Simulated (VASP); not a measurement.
Here is a VASP 6.6.1 calculation.

Contents of INCAR:

```
SYSTEM = H5CCl
ALGO     = Normal         ! electronic algorithm
EDIFF    = 1E-6           ! SCF threshold, eV
EDIFFG   = -0.3           ! ionic threshold
ENCUT    = 520            ! plane-wave cutoff, eV
GGA      = PE             ! functional
IBRION   = 2              ! ionic algorithm
ISIF     = 2              ! what is computed and relaxed
ISMEAR   = -1             ! smearing method
IVDW     = 12             ! dispersion correction
LASPH    = .TRUE.         ! aspherical terms in the spheres
LCHARG   = .FALSE.        ! write CHGCAR
LREAL    = Auto         
LWAVE    = .FALSE.        ! write WAVECAR
NELM     = 100            ! most SCF steps
NSW      = 35             ! ionic steps
PREC     = Accurate       ! precision mode
SIGMA    = 0.05           ! smearing width, eV
```

The input KPOINTS:

```
k-points
0
G
  1 1 1
  0 0 0
```

The input POSCAR:

```
H5CCl
1.0
    8.5589900000      0.0000000000      0.0000000000
    0.0000000000      8.5589900000      0.0000000000
    0.0000000000      0.0000000000      8.5589900000
C H Cl
5 25 5
Direct
    0.5082142000      0.0571558000      0.3172212000
    0.2636056000      0.5039972000      0.0813137000
    0.7991004000      0.8050417000      0.9575841000
    0.9975006000      0.1231379000      0.2120780000
    0.7284125000      0.2417914000      0.5159489000
    0.5731592000     -0.0346601000      0.3768903000
    0.3874080000      0.0202412000      0.3013604000
    0.5610344000      0.0794937000      0.2035574000
    0.5112555000      0.1635483000      0.3870766000
    0.2985118000      0.5952477000      0.1629429000
    0.2493800000      0.3941235000      0.1440338000
    0.3532067000      0.4905172000     -0.0081197000
    0.1533240000      0.5361005000      0.0263979000
    0.9115450000      0.8275114000      0.9022692000
    0.7054279000      0.8307897000      0.8752986000
    0.7868255000      0.8791186000      1.0603963000
    0.7926033000      0.6827470000      0.9923723000
    0.9967355000      0.1067026000      0.0858334000
    0.8797306000      0.1503671000      0.2520431000
    1.0756835000      0.2190854000      0.2419095000
    1.0378527000      0.0163965000      0.2685261000
    0.8031947000      0.1994748000      0.4220056000
    0.6324564000      0.1600663000      0.5338887000
    0.6816100000      0.3560059000      0.4847560000
    0.7963889000      0.2516187000      0.6231452000
    0.1009713000      0.2810253000      0.9697841000
    0.8468411000      0.4859234000      0.1698079000
    0.4380228000      0.0806658000      0.7070325000
    0.5285954000      0.7481709000      0.6484475000
    1.0457940000      0.6855998000      0.4518586000
    0.0634417000      0.3337905000      0.8349810000
    0.7833930000      0.3655520000      0.1077627000
    0.5373903000      0.0465304000      0.8134535000
    0.3918897000      0.6948625000      0.6773320000
    0.9047293000      0.7016308000      0.4048659000
```

Potentials or basis: VASP PAW PBE potentials, release 64 (C, H, Cl).

Command:

```console
$ cat potpaw_PBE.64/C/POTCAR potpaw_PBE.64/H/POTCAR potpaw_PBE.64/Cl/POTCAR > POTCAR
$ mpirun -np 1 vasp_gam > vasp.out
```

(1) What does it give for the dispersion energy per atom?

(2) What does it give for the energy gained by relaxing?

(3) What does it give for the band gap on the k mesh?

## Answers

(1) -0.032 eV.

(2) 23.9 meV/atom.

(3) 5.50 eV.

Caveat: the k points lie up to 0.73 Å⁻¹ apart.
